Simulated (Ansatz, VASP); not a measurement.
One calculation of Ir2Rh, two programs

The input INCAR:

```
SYSTEM = Ir2Rh
ALGO = Fast
EDIFF = 1E-6
ENCUT = 520
GGA = PE
ISIF = 2
ISMEAR = 0
ISPIN = 2
LASPH = .True.
LCHARG = .False.
LMAXMIX = 4
LORBIT = 11
LREAL = .False.
LWAVE = .False.
MAGMOM = 1 1 1 1 1 1
NBANDS = 46
NELM = 150
PREC = Accurate
SIGMA = 0.1
```

The input KPOINTS:

```
k-points
0
Gamma
  6 6 2
  0 0 0
```

POSCAR

```
Ir2Rh
1.0
    2.7398387000      0.0000000000      0.0000000000
   -1.3699194000      2.3727699000      0.0000000000
    0.0000000000      0.0000000000     13.2879006000
Ir Rh
4 2
Direct
    0.3333333000      0.6666667000      0.0829100000
    0.3333333000      0.6666667000      0.4170900000
    0.6666667000      0.3333333000      0.5829100000
    0.6666667000      0.3333333000      0.9170900000
    0.3333333000      0.6666667000      0.7500000000
    0.6666667000      0.3333333000      0.2500000000
```

Input for Ansatz:

```yaml
crystal:
  lattice:
    - [2.7398387, 0.0, 0.0]
    - [-1.3699194, 2.3727699, 0.0]
    - [0.0, 0.0, 13.2879006]
  atoms:
    - { symbol: Ir, position: [0.3333333, 0.6666667, 0.08291], spin: 1.0 }
    - { symbol: Ir, position: [0.3333333, 0.6666667, 0.41709], spin: 1.0 }
    - { symbol: Ir, position: [0.6666667, 0.3333333, 0.58291], spin: 1.0 }
    - { symbol: Ir, position: [0.6666667, 0.3333333, 0.91709], spin: 1.0 }
    - { symbol: Rh, position: [0.3333333, 0.6666667, 0.75], spin: 1.0 }
    - { symbol: Rh, position: [0.6666667, 0.3333333, 0.25], spin: 1.0 }
basis:
  ecutwfc: 420
kpoints:
  mp_grid: { grid: [6, 6, 2] }
hamiltonian:
  xc: pbe
scf:
  occupations: { method: gaussian, width: 0.1 }
  lower_state_search: "off"
output:
  forces: true
  stress: true
  eigenvalues: true
  populations: true
magnetization:
  spin_polarized: true
```

Alike in both runs: task single point; functional PBE; k mesh 6 × 6 × 2; occupations gaussian, width 0.1 eV; collinear spin.

|  | VASP | Ansatz |
| --- | --- | --- |
| version | VASP 6.6.1 | Ansatz 0.2.0 |
| potentials or method | VASP PAW PBE potentials, release 64 (Ir, Rh_pv), cutoff 520 eV | scalar-relativistic, plane waves, PAW |
| valence electrons in the cell | 66 | 102 |

```tsv
	VASP	Ansatz	Ansatz less VASP
gap on the k mesh at the Fermi level (eV)	none	none	-
pressure (GPa)	0.7	0.4	-0.31
traceless stress, the component that is largest in VASP (GPa)	-4.63	-4.67	-0.045
rms of the force components (eV/Å)	0.056	0.073	+0.0174
net moment per atom (μB)	0.00	0.00	0.000
```

Atom by atom the forces differ by 0.017 eV/Å (rms over components). A gap of «none» marks a metal or a gap that the smearing closes. The functional is the same, so the differences come from potentials, cutoffs and numerics. VASP's potentials hold 66 valence electrons a cell and Ansatz's 102, so a difference there can come from the potentials and not from the codes. Ansatz's warnings: seeded moment not kept.

The k mesh is coarse, so the values compare programs but aren't converged. Neither program's run includes spin-orbit coupling.
